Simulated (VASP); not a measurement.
# Ta3Br2 (R-3m) in VASP: single point with PBE

Aim: the single point of Ta3Br2 with PBE.

Everything below comes from runs of VASP 6.6.1. Logs are shortened: lines on timing, memory, paths and dates and some standing lists are left out, and cuts for length are marked.

## Step 1: The cell of the first run

Symmetry: R-3m, No. 166, trigonal system. Conventional cell: a = 3.236 Å, b = 3.236 Å, c = 36.691 Å, α = 90.00°, β = 90.00°, γ = 120.00°. Ta (site symmetry -3m) has 6 Br at 2.70 Å and 6 Ta at 3.24 Å within 3.6 Å. Within 3.5 Å of Ta (site symmetry 3m) lie 9 Ta at 2.64 to 3.24 Å. Within 3.8 Å of Br (site symmetry 3m) lie 6 Ta at 2.70 to 3.74 Å and 6 Br at 3.24 Å.

## Step 2: Single point, PBE

Contents of INCAR:

```
SYSTEM = Ta3Br2
PREC = Accurate
ENCUT = 520
EDIFF = 1E-7
ISMEAR = 0
SIGMA = 0.1
LREAL = .FALSE.
LASPH = .TRUE.
NELM = 60
ALGO = Normal
ISIF = 2
LWAVE = .FALSE.
LCHARG = .FALSE.
GGA = PE
NBANDS = 32
```

Contents of KPOINTS:

```
regular mesh
0
G
  6 6 6
  0 0 0
```

Contents of POSCAR:

```
Ta3Br2
1.0
    1.6181007358      0.9342108954     12.2302853390
   -1.6181007358      0.9342108954     12.2302853390
    0.0000000000     -1.8684217907     12.2302853390
Ta Br
3 2
Direct
    0.0000000000      0.0000000000      0.0000000000
    0.1920486968      0.1920486968      0.1920486968
    0.8079513032      0.8079513032      0.8079513032
    0.3863536497      0.3863536497      0.3863536497
    0.6136463503      0.6136463503      0.6136463503
```

Potentials or basis: VASP PAW PBE potentials, release 64 (Ta_pv, Br).

Command:

```console
$ cat potpaw_PBE.64/Ta_pv/POTCAR potpaw_PBE.64/Br/POTCAR > POTCAR
$ mpirun -np 1 vasp_std > vasp.out
```

OUTCAR:

```text
SYSTEM = Ta3Br2
   PREC = Accurate
   ENCUT = 520
   EDIFF = 1E-7
   ISMEAR = 0
   LREAL = .FALSE.
   LASPH = .TRUE.
   NELM = 60
   ISIF = 2
   GGA = PE

 ion  position               nearest neighbor table
   1  0.000  0.000  0.000-   5 2.70   4 2.70   5 2.70   5 2.70   4 2.70   4 2.70
   2  0.192  0.192  0.192-   3 2.64   3 2.64   3 2.64
   3  0.808  0.808  0.808-   2 2.64   2 2.64   2 2.64
   4  0.386  0.386  0.386-   1 2.70   1 2.70   1 2.70
   5  0.614  0.614  0.614-   1 2.70   1 2.70   1 2.70

  LATTYP: Found a trigonal (rhomboedric) cell.
 ALAT       =    12.3721816775
 COS(alpha) =     0.9657903580

  Lattice vectors:

 A1 = (   1.6181007358,   0.9342108954,  12.2302853390)
 A2 = (  -1.6181007358,   0.9342108954,  12.2302853390)
 A3 = (   0.0000000000,  -1.8684217907,  12.2302853390)

Analysis of symmetry for initial positions (statically):
=====================================================================
 Subroutine PRICEL returns:
 Original cell was already a primitive cell.

 Routine SETGRP: Setting up the symmetry group for a
 trigonal (rhombohedral) supercell.

 Subroutine GETGRP returns: Found 12 space group operations
 (whereof 12 operations were pure point group operations)
 out of a pool of 12 trial point group operations.

The static configuration has the point symmetry D_3d.

Analysis of symmetry for dynamics (positions and initial velocities):
=====================================================================
 Subroutine PRICEL returns:
 Original cell was already a primitive cell.

 Routine SETGRP: Setting up the symmetry group for a
 trigonal (rhombohedral) supercell.

 Subroutine GETGRP returns: Found 12 space group operations
 (whereof 12 operations were pure point group operations)
 out of a pool of 12 trial point group operations.

The dynamic configuration has the point symmetry D_3d.

 Subroutine INISYM returns: Found 12 space group operations
 (whereof 12 operations are pure point group operations),
 and found     1 'primitive' translations

----------------------------------------------------------------------------------------

                                     Primitive cell

  volume of cell :     110.9273

  direct lattice vectors                    reciprocal lattice vectors
     1.618100736  0.934210895 12.230285339     0.309004247  0.178403685  0.027254747
    -1.618100736  0.934210895 12.230285339    -0.309004247  0.178403685  0.027254747
     0.000000000 -1.868421791 12.230285339     0.000000000 -0.356807371  0.027254747

  length of vectors
    12.372181678 12.372181678 12.372181678     0.357846784  0.357846784  0.357846784

  position of ions in fractional coordinates (direct lattice)
     0.000000000  0.000000000  0.000000000
     0.192048697  0.192048697  0.192048697
     0.807951303  0.807951303  0.807951303
     0.386353650  0.386353650  0.386353650
     0.613646350  0.613646350  0.613646350

  ion indices of the primitive-cell ions
   primitive index   ion index
                 1           1
                 2           2
                 3           3
                 4           4
                 5           5

----------------------------------------------------------------------------------------

 KPOINTS: regular mesh

Automatic generation of k-mesh.
 Grid dimensions read from file:
 generate k-points for:    6    6    6

 Generating k-lattice:

  Cartesian coordinates                     Fractional coordinates (reciprocal lattice)
     0.051500708  0.029733948  0.004542458     0.166666667 -0.000000000  0.000000000
    -0.051500708  0.029733948  0.004542458    -0.000000000  0.166666667  0.000000000
     0.000000000 -0.059467895  0.004542458    -0.000000000 -0.000000000  0.166666667

  Length of vectors
     0.059641131  0.059641131  0.059641131

  Shift w.r.t. Gamma in fractional coordinates (k-lattice)
     0.000000000  0.000000000  0.000000000

 Subroutine IBZKPT returns following result:
 ===========================================

 Found     32 irreducible k-points:

 Following reciprocal coordinates:
            Coordinates               Weight
  0.000000  0.000000  0.000000      1.000000
  0.166667 -0.000000  0.000000      6.000000
  0.333333  0.000000  0.000000      6.000000
  0.500000 -0.000000  0.000000      3.000000
  0.166667  0.166667 -0.000000      6.000000
  0.333333  0.166667  0.000000     12.000000
[... 16 lines left out ...]
  0.500000  0.500000  0.166667      6.000000
 -0.333333  0.500000  0.166667     12.000000
 [... further k-points ...]
   k-points           NKPTS =     32   k-points in BZ     NKDIM =     32   number of bands    NBANDS=     32
   number of dos      NEDOS =    301   number of ions     NIONS =      5
   total plane-waves  NPLWV = 884736
   dimension x,y,z NGX =    96 NGY =   96 NGZ =   96
   dimension x,y,z NGXF=   192 NGYF=  192 NGZF=  192
   ions per type =               3   2
   NGX,Y,Z   is equivalent  to a cutoff of  12.90, 12.90, 12.90 a.u.
   NGXF,Y,Z  is equivalent  to a cutoff of  25.80, 25.80, 25.80 a.u.
 SYSTEM =  Ta3Br2
   PREC   = accura    normal or accurate (medium, high low for compatibility)
   ISTART =      0    job   : 0-new  1-cont  2-samecut
   ICHARG =      2    charge: 1-file 2-atom 10-const
   ISPIN  =      1    spin polarized calculation?
   LNONCOLLINEAR =      F non collinear calculations
   LSORBIT =      F    spin-orbit coupling
   LASPH  =      T    aspherical Exc in radial PAW
   ENCUT  =  520.0 eV  38.22 Ry    6.18 a.u.  23.00 23.00 23.00*2*pi/ulx,y,z
   NELM   =     60;   NELMIN=  2; NELMDL= -5     # of ELM steps
   EDIFF  = 0.1E-06   stopping-criterion for ELM
   LREAL  =      F    real-space projection
   EDIFFG = 0.1E-05   stopping-criterion for IOM
   NSW    =      0    number of steps for IOM
   IBRION =     -1    ionic relax: 0-MD 1-quasi-New 2-CG
   NFREE  =      0    steps in history (QN), initial steepest desc. (CG)
   ISIF   =      2    stress and relaxation
   ISYM   =      2    0-nonsym 1-usesym 2-fastsym
   POTIM  = 0.5000    time-step for ionic-motion
   TEBEG  =    0.0;   TEEND  =   0.0 temperature during run
   PSTRESS=    0.0 pullay stress
   NELECT =      47.0000    total number of electrons
   NUPDOWN=      -1.0000    fix difference up-down
   EMIN   =  10.00;   EMAX   =-10.00  energy-range for DOS
   EFERMI =   0.00;   METHOD = LEGACY
   ISMEAR =     0;   SIGMA  =   0.10  broadening in eV -4-tet -1-fermi 0-gaus
   EFERMI_NEDOS =   21; number of points for ismear=-14 and -15
   IALGO  =     38    algorithm
   IMIX   =      4    mixing-type and parameters
     AMIX     =   0.40;   BMIX     =  1.00
     AMIX_MAG =   1.60;   BMIX_MAG =  1.00
  volume/ion in A,a.u.               =      22.19       149.71
  Fermi-wavevector in a.u.,A,eV,Ry     =   1.229593  2.323594 20.570630  1.511899
  Thomas-Fermi vector in A             =   2.364474
   LORBIT       =      0    0 simple, 1 ext, 2 COOP (PROOUT), +10 PAW based schemes
   GGA     = PE    functional components
   LHFCALC =     F    Hartree Fock is set to
   AEXX    =    0.0000 exact exchange contribution
   IVDW    =     0    specifies the selected vdW correction
   LEPSILON=     F    determine dielectric tensor
   LRPA    =     F    only Hartree local field effects (RPA)
 non-spin polarized calculation
 Gauss-broadening in eV      SIGMA  =   0.10
  energy-cutoff  :      520.00
  volume of cell :      110.93
 maximum number of plane-waves:      3028
 NGX is ok and might be reduce to    96
   NGX = 45   NGY = 45   NGZ = 45

 number of electron      47.0000000 magnetization

 Free energy of the ion-electron system (eV)
  ---------------------------------------------------
  ext. energy  EPLUGINS =         0.00000000
  ---------------------------------------------------
  free energy    TOTEN  =       -36.94317821 eV

  energy without entropy =      -36.91788400  energy(sigma->0) =      -36.93053110

 E-fermi :   5.2807     XC(G=0): -10.7695

 val. band max:        5.2766594529   @ k =   0.3333   0.3333   0.0000
 cond. band min:       5.2921217443   @ k =   0.5000   0.5000   0.0000
 fundamental gap:      0.0154622914
 Fermi energy:         5.2806870432

 k-point     1 :       0.0000    0.0000    0.0000
  band No.  band energies     occupation
      1     -30.6585      2.00000
      2     -30.0888      2.00000
      3     -30.0888      2.00000
      4     -29.3498      2.00000
      5     -28.7259      2.00000
      6     -28.7259      2.00000
[... 24 lines left out ...]
     31       8.5252      0.00000
     32       8.7305      0.00000

 k-point     2 :       0.1667   -0.0000    0.0000
  band No.  band energies     occupation
      1     -30.6413      2.00000
      2     -30.1821      2.00000
      3     -30.1105      2.00000
      4     -29.3347      2.00000
      5     -28.8974      2.00000
      6     -28.7729      2.00000
[... 24 lines left out ...]
     31       7.6214      0.00000
     32       8.5290      0.00000

 k-point     3 :       0.3333    0.0000    0.0000
  band No.  band energies     occupation
      1     -30.6068      2.00000
      2     -30.3638      2.00000
      3     -30.1537      2.00000
      4     -29.3236      2.00000
      5     -29.1615      2.00000
      6     -28.8584      2.00000
[... 24 lines left out ...]
     31       7.8382      0.00000
     32       8.4682      0.00000

 k-point     4 :       0.5000   -0.0000    0.0000
  band No.  band energies     occupation
      1     -30.5895      2.00000
      2     -30.4524      2.00000
      3     -30.1751      2.00000
      4     -29.3150      2.00000
      5     -29.2945      2.00000
      6     -28.8982      2.00000
[... 24 lines left out ...]
     31       8.5845      0.00000
     32       9.2083      0.00000

 k-point     5 :       0.1667    0.1667   -0.0000
  band No.  band energies     occupation
      1     -30.6413      2.00000
      2     -30.1821      2.00000
      3     -30.1105      2.00000
      4     -29.3347      2.00000
      5     -28.8974      2.00000
      6     -28.7729      2.00000
[... 584 lines left out ...]
     31       8.9052      0.00000
     32       9.1157      0.00000

 k-point    22 :      -0.1667    0.3333    0.1667
  band No.  band energies     occupation
      1     -30.5894      2.00000
      2     -30.4065      2.00000
      3     -30.2230      2.00000
      4     -29.3059      2.00000
      5     -29.2307      2.00000
      6     -28.9831      2.00000
[... 24 lines left out ...]
     31       8.7230      0.00000
     32       9.1396      0.00000

 k-point    23 :       0.5000    0.5000    0.1667
  band No.  band energies     occupation
      1     -30.6068      2.00000
      2     -30.3638      2.00000
      3     -30.1537      2.00000
      4     -29.3236      2.00000
      5     -29.1615      2.00000
      6     -28.8584      2.00000
[... 24 lines left out ...]
     31       7.5290      0.00000
     32       8.5633      0.00000

 k-point    24 :      -0.3333    0.5000    0.1667
  band No.  band energies     occupation
      1     -30.5894      2.00000
      2     -30.4065      2.00000
      3     -30.2230      2.00000
      4     -29.3059      2.00000
      5     -29.2307      2.00000
      6     -28.9830      2.00000
[... 24 lines left out ...]
     31       8.7728      0.00000
     32       9.1181      0.00000

 [... further k-points ...]
[... 5 lines left out ...]
  --------------------------------------------------------------------------------------
  -------------------------------------------------------------------------------------
  Total       -0.0083062     -0.0083062     -0.0812959      0.0000000     -0.0000000      0.0000000
  in kB       -0.1199700     -0.1199700     -1.1741975      0.0000000     -0.0000000      0.0000000
  external PRESSURE =      -0.4713791 kB  Pullay stress =       0.0000000 kB

 VOLUME and BASIS-vectors are now :
 -----------------------------------------------------------------------------
  energy-cutoff  :      520.00
  volume of cell :      110.93
      direct lattice vectors                 reciprocal lattice vectors
     1.618100736  0.934210895 12.230285339     0.309004247  0.178403685  0.027254747
    -1.618100736  0.934210895 12.230285339    -0.309004247  0.178403685  0.027254747
     0.000000000 -1.868421791 12.230285339     0.000000000 -0.356807371  0.027254747

 POSITION                                       TOTAL-FORCE (eV/Angst)
 -----------------------------------------------------------------------------------
      0.00000      0.00000      0.00000         0.000000     -0.000000      0.000000
      0.00000      0.00000      7.04643         0.000000      0.000000      0.014593
      0.00000      0.00000     29.64442         0.000000     -0.000000     -0.014593
      0.00000      0.00000     14.17565         0.000000      0.000000      0.016144
      0.00000      0.00000     22.51521         0.000000     -0.000000     -0.016144
 -----------------------------------------------------------------------------------
    total drift:                                0.000000      0.000000      0.000000

  FREE ENERGIE OF THE ION-ELECTRON SYSTEM (eV)
  ---------------------------------------------------
  free  energy   TOTEN  =       -36.9431782093 eV

  energy  without entropy=      -36.9178839975  energy(sigma->0) =      -36.93053110
```

Run time: 23 min. Hardware: 1 thread of Intel Xeon 6975P-C (Granite Rapids), shared host; peak memory 1.5 GiB.

Results:

```yaml
Free_energy: -36.9432 eV
Pressure: 0.0 GPa
Largest_force: 0.016 eV/Å
Band_gap_on_the_k_mesh: zero (an odd number of electrons rules out a gap without spin polarisation)
```

Forces on the atoms (eV/Å):
```
Ta   0.000  0.000  0.000
Ta   0.000  0.000  0.015
Ta   0.000  0.000 -0.015
Br   0.000  0.000  0.016
Br   0.000  0.000 -0.016
```

Levels at points of the mesh, in eV from the Fermi level:
| k point | band 21 | band 22 | band 23 | band 24 | band 25 | band 26 | band 27 | band 28 |
| --- | --- | --- | --- | --- | --- | --- | --- | --- |
| (0.00, 0.00, 0.00) | -0.30 | -0.30 | -0.27 | -0.27 | -0.06 | -0.06 | 0.27 | 1.10 |
| (0.50, 0.00, 0.00) | -1.78 | -0.20 | -0.07 | 0.43 | 1.03 | 2.01 | 2.23 | 2.24 |
| (0.50, 0.50, 0.00) | -1.81 | -0.05 | 0.01 | 0.28 | 0.70 | 1.96 | 2.01 | 2.99 |
| (0.50, 0.50, 0.50) | -0.29 | -0.29 | -0.27 | -0.27 | -0.06 | -0.06 | 0.11 | 1.61 |

Caveat: the k points lie up to 0.37 Å⁻¹ apart, too coarse for converged energies and pressures of a metal; spin-orbit coupling is left out, which moves the levels of the heavy elements; an odd number of electrons without spin polarisation forces a metal; a magnetic or distorted state may lie lower.
